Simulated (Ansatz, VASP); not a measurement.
## Be: VASP beside Ansatz

```xyz
1
Lattice="0.0000 1.5733 1.5733 1.5733 0.0000 1.5733 1.5733 1.5733 0.0000" Properties=species:S:1:pos:R:3 pbc="T T T"
Be    1.5733    1.5733    1.5733
```

Alike in both runs: functional PBEsol; k mesh 30 × 30 × 30; occupations gaussian, width 0.1 eV; no spin polarisation.

Ansatz relaxed the structure, and its values are those at the end. VASP's run is a single point on that final structure, the one shown.

```csv
,VASP,Ansatz
version,VASP 6.6.1,Ansatz 0.2.0
potentials or method,"VASP PAW PBE potentials, release 64 (Be), cutoff 520 eV","scalar-relativistic, plane waves, PAW"
valence electrons in the cell,2,2
```

|  | VASP | Ansatz | Ansatz less VASP |
| --- | --- | --- | --- |
| gap on the k mesh at the Fermi level (eV) | none | none | - |
| pressure (GPa) | 0.4 | 0.0 | -0.37 |

VASP's potentials were made for PBE, not for PBEsol. A gap of «none» marks a metal or a gap that the smearing closes. With one functional, cell and mesh, what is left measures potentials, basis and numerics.
